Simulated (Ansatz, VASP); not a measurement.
# One calculation of In, two programs

Contents of INCAR:

```
PREC = Accurate ; ENCUT = 520
EDIFF = 1E-6 ; ISMEAR = 0
SIGMA = 0.1 ; LREAL = F
LASPH = T ; NELM = 80
ALGO = Fast ; ISIF = 2
LWAVE = F ; LCHARG = F
GGA = PE ; NBANDS = 34
```

Contents of KPOINTS:

```
Automatic mesh
0
Gamma
  15 15 4
```

Contents of POSCAR:

```
In
1.0
    3.3652566774      0.0000000000      0.0000000000
   -1.6826283387      2.9143977729      0.0000000000
    0.0000000000      0.0000000000     11.4522267391
In
4
Direct
    0.0000000000      0.0000000000      0.0000000000
    0.3333333300      0.6666666700      0.2500000000
    0.0000000000      0.0000000000      0.5000000000
    0.6666666700      0.3333333300      0.7500000000
```

Input for Ansatz:

```yaml
crystal:
  lattice:
    - [3.3652566774, 0.0, 0.0]
    - [-1.6826283387, 2.9143977729, 0.0]
    - [0.0, 0.0, 11.4522267391]
  atoms:
    - { symbol: In, position: [0.0, 0.0, 0.0] }
    - { symbol: In, position: [0.33333333, 0.66666667, 0.25] }
    - { symbol: In, position: [0.0, 0.0, 0.5] }
    - { symbol: In, position: [0.66666667, 0.33333333, 0.75] }
basis:
  ecutwfc: 420
kpoints:
  mp_grid: { grid: [15, 15, 4] }
hamiltonian:
  xc: pbe
scf:
  occupations: { method: gaussian, width: 0.1 }
output:
  forces: true
  stress: true
  eigenvalues: true
  populations: true
```

Alike in both runs: task single point; functional PBE; k mesh 15 × 15 × 4; occupations gaussian, width 0.1 eV; no spin polarisation.

```csv
,VASP,Ansatz
version,VASP 6.6.1,Ansatz 0.2.0
potentials or method,"VASP PAW PBE potentials, release 64 (In_d), cutoff 520 eV","scalar-relativistic, plane waves, PAW"
valence electrons in the cell,52,52
```

VASP gave:

```
gap on the k mesh at the Fermi level (eV)                     : none
pressure (GPa)                                                : -0.7
traceless stress, the component that is largest in VASP (GPa) : -0.56
```

Q: Estimate Ansatz's values.

A: gap on the k mesh at the Fermi level (eV): none; pressure (GPa): -0.6; traceless stress, the component that is largest in VASP (GPa): -0.55.

A gap of «none» marks a metal or a gap that the smearing closes. The functional is the same, so the differences come from potentials, cutoffs and numerics.
